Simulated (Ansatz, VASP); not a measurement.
**AlO5: VASP beside Ansatz**

Contents of POSCAR:

```
AlO5
1.0
    3.0517545819      0.0000000000      0.0000000000
    0.0000000000      3.6820529553      0.0000000000
    0.0000000000      0.0000000000     18.0914137160
Al O
2 10
Direct
    0.5000000000      0.0000000000      0.9539177963
    0.0000000000      0.5000000000      0.0460822037
    1.0000000000      0.5000000000      0.3554529248
    1.0000000000      0.5000000000      0.4227745544
    0.5000000000      1.0000000000      0.6445470752
    0.5000000000      1.0000000000      0.5772254456
    0.0000000000      0.0000000000      0.8889830818
    1.0000000000      0.0000000000      0.8145539500
    0.5000000000      0.5000000000      0.9756920074
    0.5000000000      0.5000000000      0.1110169182
    0.5000000000      0.5000000000      0.1854460500
    0.0000000000      0.0000000000      0.0243079926
```

Contents of INCAR.step1:

```
ALGO = Normal
EDIFF = 1E-4
ENCUT = 520
GGA = PE
ISMEAR = 0
KPAR = 4
LASPH = T
LCHARG = F
LREAL = F
LWAVE = T
NBANDS = 45
NELM = 100
PREC = Accurate
SIGMA = 0.01
```

File INCAR.step2:

```
ALGO = Normal
EDIFF = 1E-6
ENCUT = 520
ISIF = 2
ISMEAR = 0
ISTART = 1
KPAR = 4
LASPH = T
LCHARG = F
LMIXTAU = T
LREAL = F
LWAVE = F
METAGGA = R2SCAN
NBANDS = 45
NELM = 100
PREC = Accurate
SIGMA = 0.01
```

The input KPOINTS:

```
k-points
0
Gamma
  12 10 2
```

Input for Ansatz:

```yaml
crystal:
  lattice:
    - [3.0517545819, 0.0, 0.0]
    - [0.0, 3.6820529553, 0.0]
    - [0.0, 0.0, 18.091413716]
  atoms:
    - { symbol: Al, position: [0.5, 0.0, 0.9539177963] }
    - { symbol: Al, position: [0.0, 0.5, 0.0460822037] }
    - { symbol: O, position: [1.0, 0.5, 0.3554529248] }
    - { symbol: O, position: [1.0, 0.5, 0.4227745544] }
    - { symbol: O, position: [0.5, 1.0, 0.6445470752] }
    - { symbol: O, position: [0.5, 1.0, 0.5772254456] }
    - { symbol: O, position: [0.0, 0.0, 0.8889830818] }
    - { symbol: O, position: [1.0, 0.0, 0.81455395] }
    - { symbol: O, position: [0.5, 0.5, 0.9756920074] }
    - { symbol: O, position: [0.5, 0.5, 0.1110169182] }
    - { symbol: O, position: [0.5, 0.5, 0.18544605] }
    - { symbol: O, position: [0.0, 0.0, 0.0243079926] }
basis:
  ecutwfc: 500
kpoints:
  mp_grid: { grid: [12, 10, 2] }
  band_path:
    path:
      - [[0.0, 0.0, 0.0], [0.5, 0.0, 0.0], [0.5, 0.5, 0.0], [0.0, 0.5, 0.0], [0.0, 0.0, 0.0], [0.0, 0.0, 0.5], [0.5, 0.0, 0.5], [0.5, 0.5, 0.5], [0.0, 0.5, 0.5], [0.0, 0.0, 0.5]]
      - [[0.5, 0.0, 0.0], [0.5, 0.0, 0.5]]
      - [[0.0, 0.5, 0.0], [0.0, 0.5, 0.5]]
      - [[0.5, 0.5, 0.0], [0.5, 0.5, 0.5]]
    npoints: 10
hamiltonian:
  xc: r2scan
scf:
  occupations: { method: gaussian, width: 0.01 }
  n_extra_bands: 30
output:
  forces: true
  stress: true
  eigenvalues: true
  populations: true
  dos: { projected: true, de: 0.02, nscf_kmesh: { grid: [15, 12, 3] } }
  bader: false
  write_density: true
  write_potential: true
  elf: true
  volumetric_format: npy
```

Alike in both runs: task single point; functional r2SCAN; k mesh 12 × 10 × 2; occupations gaussian, width 0.01 eV; no spin polarisation.

```csv
,VASP,Ansatz
version,VASP 6.6.1,Ansatz 0.2.0
potentials or method,"VASP PAW PBE potentials, release 64 (Al, O), cutoff 520 eV","scalar-relativistic, plane waves, PAW"
valence electrons in the cell,66,66
```

Ansatz gave:

* gap on the k mesh at the Fermi level (eV): none
* pressure (GPa): -4.6
* traceless stress, the component that is largest in VASP (GPa): -1.53
* rms of the force components (eV/Å): 0.378

Estimate VASP's values.

gap on the k mesh at the Fermi level (eV): none; pressure (GPa): -3.7; traceless stress, the component that is largest in VASP (GPa): -2.78; rms of the force components (eV/Å): 0.149.

VASP's potentials were made for PBE, not for r2SCAN. Atom by atom the forces differ by 0.477 eV/Å (rms over components). A gap of «none» marks a metal or a gap that the smearing closes. One of these differences is far larger than is usual between the two programs; its cause wasn't traced.

Noted on VASP's run: the standard files for N, O and F lose accuracy on very short bonds.
